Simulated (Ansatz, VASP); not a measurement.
# One calculation of Si, two programs

INCAR

```
ALGO     = Normal         # electronic algorithm
EDIFF    = 1E-6           # SCF threshold, eV
ENCUT    = 520            # plane-wave cutoff, eV
GGA      = PS             # functional
ISIF     = 2              # what is computed and relaxed
ISMEAR   = -1             # smearing method
LASPH    = T              # aspherical terms in the spheres
LCHARG   = F              # write CHGCAR
LREAL    = F              # projectors in reciprocal space
LWAVE    = F              # write WAVECAR
NBANDS   = 11             # bands
NELM     = 60             # most SCF steps
PREC     = Accurate       # precision mode
SIGMA    = 0.1            # smearing width, eV
```

Contents of KPOINTS:

```
k-points
0
Gamma
  15 15 8
```

File POSCAR:

```
Si
1.0
    2.6777623518      0.0000000000      0.0000000000
   -1.3388811759      2.3190102220      0.0000000000
    0.0000000000      0.0000000000      4.5057119693
Si
2
Direct
    0.3333333333      0.6666666667      0.2500000000
    0.6666666667      0.3333333333      0.7500000000
```

Input for Ansatz:

```yaml
crystal:
  lattice:
    - [2.6777623518, 0.0, 0.0]
    - [-1.3388811759, 2.319010222, 0.0]
    - [0.0, 0.0, 4.5057119693]
  atoms:
    - { symbol: Si, position: [0.3333333333, 0.6666666667, 0.25] }
    - { symbol: Si, position: [0.6666666667, 0.3333333333, 0.75] }
hamiltonian:
  xc: pbesol
  pseudopotentials:
    kind: paw
    azcp:
      Si: "pseudopotentials/Si.paw.azcp"
basis:
  ecutwfc: 420
  fft_grid_basis: typed
kpoints:
  mp_grid: { grid: [15, 15, 8], shift: [0, 0, 0] }
magnetization:
  spin_polarized: false
scf:
  occupations: { method: fermi_dirac, width: 0.1 }
  lower_state_search: "off"
output:
  stress: true
```

Alike in both runs: task single point; functional PBEsol; k mesh 15 × 15 × 8; occupations fermi-dirac, width 0.1 eV; no spin polarisation.

```csv
,VASP,Ansatz
version,VASP 6.6.1,Ansatz 0.2.0
potentials or method,"VASP PAW PBE potentials, release 64 (Si), cutoff 520 eV","plane waves (420 eV) with PAW, scalar-relativistic"
valence electrons in the cell,8,8
```

Ansatz gave:

```
pressure (GPa)                                                : -0.3
traceless stress, the component that is largest in VASP (GPa) : 0.94
```

Problem. Which values does VASP return?

Solution. Pressure (GPa): -0.2; traceless stress, the component that is largest in VASP (GPa): 0.94.

VASP's potentials were made for PBE, not for PBEsol, and Ansatz warns of the same on its side. The functional is the same, so the differences come from potentials, cutoffs and numerics.
